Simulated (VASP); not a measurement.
A run of VASP 6.6.1 is set up as follows.

File INCAR:

```
SYSTEM = Mg3CdS2
  PREC = Accurate
  ENCUT = 600
  EDIFF = 1E-6
  ISMEAR = 0
  SIGMA = 0.1
  LREAL = .False.
  LASPH = .True.
  NELM = 60
  ALGO = Normal
  ISIF = 3
  LWAVE = .False.
  LCHARG = .False.
  GGA = PE
  IBRION = 2
  NSW = 90
  EDIFFG = -0.04
```

KPOINTS

```
regular mesh
0
Gamma
  6 6 4
  0 0 0
```

Contents of POSCAR:

```
Mg3CdS2
1.0
    4.4915326500      0.0000000000      0.0000000000
   -2.2457663300      3.8897813800      0.0000000000
    0.0000000000      0.0000000000      6.8343969400
Mg Cd S
3 1 2
Direct
    0.8166432900      0.1833567100      0.5000000000
    0.8166432900      0.6332865800      0.5000000000
    0.3667134200      0.1833567100      0.5000000000
    0.0000000000      0.0000000000      0.0000000000
    0.0000000000      0.0000000000      0.6742776000
    0.0000000000      0.0000000000      0.3257224000
```

Potentials or basis: VASP PAW PBE potentials, release 64 (Mg, Cd, S).

Run with:

```sh
$ cat potpaw_PBE.64/Mg/POTCAR potpaw_PBE.64/Cd/POTCAR potpaw_PBE.64/S/POTCAR > POTCAR
$ mpirun -np 1 vasp_std > vasp.out
```

Q: What does it give for the band gap on the k mesh?

A: 0.25 eV (least direct gap 0.28 eV).

Q: Estimate the space group after relaxing (to 0.1 Å).

A: P-6m2 (No. 187).

Final structure:
```
CELL_PARAMETERS angstrom
6.06490 0.00000 0.00000
-3.03245 5.25236 0.00000
0.00000 0.00000 10.62048
ATOMIC_POSITIONS crystal
Mg 0.83680 0.16320 0.50000
Mg 0.83680 0.67359 0.50000
Mg 0.32641 0.16320 0.50000
Cd 0.00000 0.00000 0.00000
S 0.00000 0.00000 0.66392
S 0.00000 0.00000 0.33608
```

 A k mesh can miss the band edges.
